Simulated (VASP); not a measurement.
NiPt, 2 atoms in the cell. It takes space group P4/mmm (No. 123, tetragonal). The conventional cell has a = 2.680 Å, b = 2.680 Å, c = 3.682 Å, α = 90.00°, β = 90.00°, γ = 90.00°. Ni (site symmetry 4/mmm) has 8 Pt at 2.64 Å and 4 Ni at 2.68 Å within 3.5 Å. Pt (site symmetry 4/mmm) has 8 Ni at 2.64 Å and 4 Pt at 2.68 Å within 3.5 Å.  This cell differs from its parent crystal: strain along c alone, the other axes held: +3.0 %.

| Item | Value |
| --- | --- |
| Program | VASP 6.6.1 |
| Task | single point |
| Functional | PBEsol |
| Potentials or basis | VASP PAW PBE potentials, release 64 (Ni, Pt) |
| Cutoff | 520 eV |
| k mesh | 16 × 16 × 12 |
| Occupations | gaussian, width 0.1 eV |
| Spin | collinear spin, ferromagnetic start |
| Starting moments | [0.77, 0.36] μB |
| Dipole correction | no |
| Further INCAR settings | ALGO = Normal; EDIFF = 1e-07; NBANDS = 21 |

Potentials or basis: VASP PAW PBE potentials, release 64 (Ni, Pt).

Run with:

```console
$ cat potpaw_PBE.64/Ni/POTCAR potpaw_PBE.64/Pt/POTCAR > POTCAR
$ mpirun -np 1 vasp_std > vasp.out
```

Hardware: 1 thread of Intel(R) Xeon(R) 6975P-C (Granite Rapids) (shared host).

Problem. Estimate the wall time of this run.

Solution. Run time: 120 s on 1 thread of Intel(R) Xeon(R) 6975P-C (Granite Rapids) (shared host), peak memory 0.36 GiB. Counts: scf iterations 15, k points 315.
